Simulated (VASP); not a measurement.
# TiZn3 (Pm-3m) in VASP: notebook

TiZn3 is run at these levels: LDA; tasks: single point.

Everything below comes from runs of VASP 6.6.1. Logs are shortened: lines on timing, memory, paths and dates and some standing lists are left out, and cuts for length are marked.

**1. The cell of the first run**

The structure is cubic, space group Pm-3m (No. 221). Conventional cell: a = 3.879 Å, b = 3.879 Å, c = 3.879 Å, α = 90.00°, β = 90.00°, γ = 90.00°. Ti (site symmetry m-3m) has 12 Zn at 2.74 Å within 3.6 Å. Within 3.6 Å of Zn (site symmetry 4/mmm) lie 4 Ti at 2.74 Å and 8 Zn at 2.74 Å.

**2. Single point, LDA**

INCAR reads:

```
PREC = Accurate
ENCUT = 520
EDIFF = 1E-7
ISMEAR = -1
SIGMA = 0.05
LREAL = F
LASPH = T
NELM = 80
ALGO = Normal
ISIF = 2
LWAVE = F
LCHARG = F
GGA = CA
NBANDS = 32
```

KPOINTS reads:

```
regular mesh
0
Gamma
  6 6 6
```

POSCAR reads:

```
TiZn3
1.0
    3.8790556475      0.0000000000      0.0000000000
    0.0000000000      3.8790556475      0.0000000000
    0.0000000000      0.0000000000      3.8790556475
Ti Zn
1 3
Direct
    0.0000000000      0.0000000000      0.0000000000
    0.0000000000      0.5000000000      0.5000000000
    0.5000000000      0.0000000000      0.5000000000
    0.5000000000      0.5000000000      0.0000000000
```

Potentials or basis: VASP PAW LDA potentials, release 64 (Ti_sv, Zn).

The run is started by

```sh
> cat potpaw_LDA.64/Ti_sv/POTCAR potpaw_LDA.64/Zn/POTCAR > POTCAR
> mpirun -np 1 vasp_std > vasp.out
```

OUTCAR:

```text
PREC = Accurate
   ENCUT = 520
   EDIFF = 1E-7
   ISMEAR = -1
   LREAL = F
   LASPH = T
   NELM = 80
   ISIF = 2
   GGA = CA

 ion  position               nearest neighbor table
   1  0.000  0.000  0.000-   2 2.74   3 2.74   4 2.74   2 2.74   3 2.74   2 2.74   4 2.74   2 2.74
                             3 2.74   4 2.74   3 2.74   4 2.74
   2  0.000  0.500  0.500-   1 2.74   3 2.74   4 2.74   1 2.74   4 2.74   1 2.74   3 2.74   1 2.74
                             3 2.74   4 2.74   4 2.74   3 2.74
   3  0.500  0.000  0.500-   1 2.74   2 2.74   4 2.74   1 2.74   4 2.74   2 2.74   4 2.74   4 2.74
                             1 2.74   2 2.74   1 2.74   2 2.74
   4  0.500  0.500  0.000-   1 2.74   2 2.74   3 2.74   2 2.74   3 2.74   1 2.74   3 2.74   3 2.74
                             1 2.74   2 2.74   2 2.74   1 2.74

  LATTYP: Found a simple cubic cell.
 ALAT       =     3.8790556475

  Lattice vectors:

 A1 = (   3.8790556475,   0.0000000000,   0.0000000000)
 A2 = (   0.0000000000,   3.8790556475,   0.0000000000)
 A3 = (   0.0000000000,   0.0000000000,   3.8790556475)

Analysis of symmetry for initial positions (statically):
=====================================================================
 Subroutine PRICEL returns:
 Original cell was already a primitive cell.

 Routine SETGRP: Setting up the symmetry group for a
 simple cubic supercell.

 Subroutine GETGRP returns: Found 48 space group operations
 (whereof 48 operations were pure point group operations)
 out of a pool of 48 trial point group operations.

The static configuration has the point symmetry O_h .

Analysis of symmetry for dynamics (positions and initial velocities):
=====================================================================
 Subroutine PRICEL returns:
 Original cell was already a primitive cell.

 Routine SETGRP: Setting up the symmetry group for a
 simple cubic supercell.

 Subroutine GETGRP returns: Found 48 space group operations
 (whereof 48 operations were pure point group operations)
 out of a pool of 48 trial point group operations.

The dynamic configuration has the point symmetry O_h .

 Subroutine INISYM returns: Found 48 space group operations
 (whereof 48 operations are pure point group operations),
 and found     1 'primitive' translations

----------------------------------------------------------------------------------------

                                     Primitive cell

  volume of cell :      58.3684

  direct lattice vectors                    reciprocal lattice vectors
     3.879055647  0.000000000  0.000000000     0.257794703  0.000000000  0.000000000
     0.000000000  3.879055647  0.000000000     0.000000000  0.257794703  0.000000000
     0.000000000  0.000000000  3.879055647     0.000000000  0.000000000  0.257794703

  length of vectors
     3.879055647  3.879055647  3.879055647     0.257794703  0.257794703  0.257794703

  position of ions in fractional coordinates (direct lattice)
     0.000000000  0.000000000  0.000000000
     0.000000000  0.500000000  0.500000000
     0.500000000  0.000000000  0.500000000
     0.500000000  0.500000000  0.000000000

  ion indices of the primitive-cell ions
   primitive index   ion index
                 1           1
                 2           2
                 3           3
                 4           4

----------------------------------------------------------------------------------------

 KPOINTS: regular mesh

Automatic generation of k-mesh.
 Grid dimensions read from file:
 generate k-points for:    6    6    6

 Generating k-lattice:

  Cartesian coordinates                     Fractional coordinates (reciprocal lattice)
     0.042965784  0.000000000  0.000000000     0.166666667  0.000000000  0.000000000
     0.000000000  0.042965784  0.000000000     0.000000000  0.166666667  0.000000000
     0.000000000  0.000000000  0.042965784     0.000000000  0.000000000  0.166666667

  Length of vectors
     0.042965784  0.042965784  0.042965784

  Shift w.r.t. Gamma in fractional coordinates (k-lattice)
     0.000000000  0.000000000  0.000000000

 Subroutine IBZKPT returns following result:
 ===========================================

 Found     20 irreducible k-points:

 Following reciprocal coordinates:
            Coordinates               Weight
  0.000000  0.000000  0.000000      1.000000
  0.166667  0.000000  0.000000      6.000000
  0.333333  0.000000  0.000000      6.000000
  0.500000  0.000000  0.000000      3.000000
  0.166667  0.166667  0.000000     12.000000
  0.333333  0.166667  0.000000     24.000000
[... 12 lines left out ...]
  0.500000  0.500000  0.333333      6.000000
  0.500000  0.500000  0.500000      1.000000
   k-points           NKPTS =     20   k-points in BZ     NKDIM =     20   number of bands    NBANDS=     32
   number of dos      NEDOS =    301   number of ions     NIONS =      4
   total plane-waves  NPLWV =  27000
   dimension x,y,z NGX =    30 NGY =   30 NGZ =   30
   dimension x,y,z NGXF=    60 NGYF=   60 NGZF=   60
   ions per type =               1   3
   NGX,Y,Z   is equivalent  to a cutoff of  12.86, 12.86, 12.86 a.u.
   NGXF,Y,Z  is equivalent  to a cutoff of  25.71, 25.71, 25.71 a.u.
 SYSTEM =  unknown system
   PREC   = accura    normal or accurate (medium, high low for compatibility)
   ISTART =      0    job   : 0-new  1-cont  2-samecut
   ICHARG =      2    charge: 1-file 2-atom 10-const
   ISPIN  =      1    spin polarized calculation?
   LNONCOLLINEAR =      F non collinear calculations
   LSORBIT =      F    spin-orbit coupling
   LASPH  =      T    aspherical Exc in radial PAW
   ENCUT  =  520.0 eV  38.22 Ry    6.18 a.u.   7.21  7.21  7.21*2*pi/ulx,y,z
   NELM   =     80;   NELMIN=  2; NELMDL= -5     # of ELM steps
   EDIFF  = 0.1E-06   stopping-criterion for ELM
   LREAL  =      F    real-space projection
   EDIFFG = 0.1E-05   stopping-criterion for IOM
   NSW    =      0    number of steps for IOM
   IBRION =     -1    ionic relax: 0-MD 1-quasi-New 2-CG
   NFREE  =      0    steps in history (QN), initial steepest desc. (CG)
   ISIF   =      2    stress and relaxation
   ISYM   =      2    0-nonsym 1-usesym 2-fastsym
   POTIM  = 0.5000    time-step for ionic-motion
   TEBEG  =    0.0;   TEEND  =   0.0 temperature during run
   PSTRESS=    0.0 pullay stress
   NELECT =      48.0000    total number of electrons
   NUPDOWN=      -1.0000    fix difference up-down
   EMIN   =  10.00;   EMAX   =-10.00  energy-range for DOS
   EFERMI =   0.00;   METHOD = LEGACY
   ISMEAR =    -1;   SIGMA  =   0.05  broadening in eV -4-tet -1-fermi 0-gaus
   EFERMI_NEDOS =   21; number of points for ismear=-14 and -15
   IALGO  =     38    algorithm
   IMIX   =      4    mixing-type and parameters
     AMIX     =   0.40;   BMIX     =  1.00
     AMIX_MAG =   1.60;   BMIX_MAG =  1.00
  volume/ion in A,a.u.               =      14.59        98.47
  Fermi-wavevector in a.u.,A,eV,Ry     =   1.533778  2.898421 32.007374  2.352476
  Thomas-Fermi vector in A             =   2.640798
   LORBIT       =      0    0 simple, 1 ext, 2 COOP (PROOUT), +10 PAW based schemes
   GGA     = CA    functional components
   LHFCALC =     F    Hartree Fock is set to
   AEXX    =    0.0000 exact exchange contribution
   IVDW    =     0    specifies the selected vdW correction
   LEPSILON=     F    determine dielectric tensor
   LRPA    =     F    only Hartree local field effects (RPA)
 non-spin polarized calculation
  energy-cutoff  :      520.00
  volume of cell :       58.37
 maximum number of plane-waves:      1596
 NGX is ok and might be reduce to    30
   NGX = 15   NGY = 15   NGZ = 15

 number of electron      47.9999895 magnetization

 Free energy of the ion-electron system (eV)
  ---------------------------------------------------
  ext. energy  EPLUGINS =         0.00000000
  ---------------------------------------------------
  free energy    TOTEN  =       -15.03705166 eV

  energy without entropy =      -15.00390269  energy(sigma->0) =      -15.02047718

 E-fermi :   4.4141     XC(G=0): -12.2668

 val. band max:        4.3755729734   @ k =   0.5000   0.5000   0.1667
 cond. band min:       4.4162889947   @ k =   0.1667   0.1667   0.0000
 fundamental gap:      0.0407160213
 Fermi energy:         4.4140832357

 k-point     1 :       0.0000    0.0000    0.0000
  band No.  band energies     occupation
      1     -51.5869      2.00000
      2     -28.2415      2.00000
      3     -28.2415      2.00000
      4     -28.2415      2.00000
      5      -5.0193      2.00000
      6      -3.4128      2.00000
[... 24 lines left out ...]
     31      10.2173      0.00000
     32      13.1286      0.00000

 k-point     2 :       0.1667    0.0000    0.0000
  band No.  band energies     occupation
      1     -51.5866      2.00000
      2     -28.2477      2.00000
      3     -28.2413      2.00000
      4     -28.2413      2.00000
      5      -4.7308      2.00000
      6      -3.3438      2.00000
[... 24 lines left out ...]
     31      11.7426      0.00000
     32      12.7970      0.00000

 k-point     3 :       0.3333    0.0000    0.0000
  band No.  band energies     occupation
      1     -51.5861      2.00000
      2     -28.2602      2.00000
      3     -28.2409      2.00000
      4     -28.2409      2.00000
      5      -3.9552      2.00000
      6      -3.1767      2.00000
[... 24 lines left out ...]
     31      11.1844      0.00000
     32      11.1844      0.00000

 k-point     4 :       0.5000    0.0000    0.0000
  band No.  band energies     occupation
      1     -51.5858      2.00000
      2     -28.2664      2.00000
      3     -28.2407      2.00000
      4     -28.2407      2.00000
      5      -3.4312      2.00000
      6      -3.1095      2.00000
[... 514 lines left out ...]
     31       9.4106      0.00000
     32      10.7509      0.00000

 k-point    19 :       0.5000    0.5000    0.3333
  band No.  band energies     occupation
      1     -51.5841      2.00000
      2     -28.2601      2.00000
      3     -28.2601      2.00000
      4     -28.2544      2.00000
      5      -3.2863      2.00000
      6      -3.2863      2.00000
[... 24 lines left out ...]
     31       8.7657      0.00000
     32       9.5320      0.00000

 k-point    20 :       0.5000    0.5000    0.5000
  band No.  band energies     occupation
      1     -51.5838      2.00000
      2     -28.2592      2.00000
      3     -28.2592      2.00000
      4     -28.2592      2.00000
      5      -3.3540      2.00000
      6      -3.3540      2.00000
[... 24 lines left out ...]
     31       8.4256      0.00000
     32       8.6622      0.00000

------------------------ aborting loop because EDIFF is reached ----------------------------------------

  FORCE on cell =-STRESS in cart. coord.  units (eV):
  Direction    XX          YY          ZZ          XY          YZ          ZX
  --------------------------------------------------------------------------------------
  -------------------------------------------------------------------------------------
  Total       -2.1037075     -2.1037075     -2.1037075      0.0000000     -0.0000000     -0.0000000
  in kB      -57.7454676    -57.7454676    -57.7454676      0.0000000     -0.0000000     -0.0000000
  external PRESSURE =     -57.7454676 kB  Pullay stress =       0.0000000 kB

 VOLUME and BASIS-vectors are now :
 -----------------------------------------------------------------------------
  energy-cutoff  :      520.00
  volume of cell :       58.37
      direct lattice vectors                 reciprocal lattice vectors
     3.879055647  0.000000000  0.000000000     0.257794703  0.000000000  0.000000000
     0.000000000  3.879055647  0.000000000     0.000000000  0.257794703  0.000000000
     0.000000000  0.000000000  3.879055647     0.000000000  0.000000000  0.257794703

 POSITION                                       TOTAL-FORCE (eV/Angst)
 -----------------------------------------------------------------------------------
      0.00000      0.00000      0.00000         0.000000      0.000000      0.000000
      0.00000      1.93953      1.93953         0.000000      0.000000      0.000000
      1.93953      0.00000      1.93953         0.000000      0.000000      0.000000
      1.93953      1.93953      0.00000         0.000000      0.000000      0.000000
 -----------------------------------------------------------------------------------
    total drift:                                0.000000      0.000000     -0.000000

  FREE ENERGIE OF THE ION-ELECTRON SYSTEM (eV)
  ---------------------------------------------------
  free  energy   TOTEN  =       -15.0370516649 eV

  energy  without entropy=      -15.0039026899  energy(sigma->0) =      -15.02047718
```

It took 32 s on 1 thread of Intel Xeon Platinum 8259CL at 2.50GHz (Skylake/Cascade Lake), shared host; peak memory 0.16 GiB.

What came out:

```
Free energy            : -15.0371 eV
Pressure               : -5.8 GPa
Band gap on the k mesh : zero (band 24 reaches 4.91 eV, above the bottom of band 25 at 3.01 eV)
```

Levels at points of the mesh, in eV from the Fermi level:
```tsv
k point	band 20	band 21	band 22	band 23	band 24	band 25	band 26	band 27	band 28	band 29
(0.00, 0.00, 0.00)	-6.39	-0.75	-0.75	0.24	0.24	0.24	1.55	1.55	1.55	5.55
(0.50, 0.00, 0.00)	-6.39	-6.17	-0.44	-0.44	-0.40	1.54	1.63	3.59	4.30	4.30
(0.50, 0.50, 0.00)	-5.43	-3.60	-3.60	-3.10	0.22	0.22	1.68	2.17	2.36	5.64
(0.50, 0.50, 0.50)	-2.53	-2.45	-2.45	-2.45	-1.40	-1.40	-1.40	1.90	1.90	4.01
```

(Part 1 of 2 ends here.)
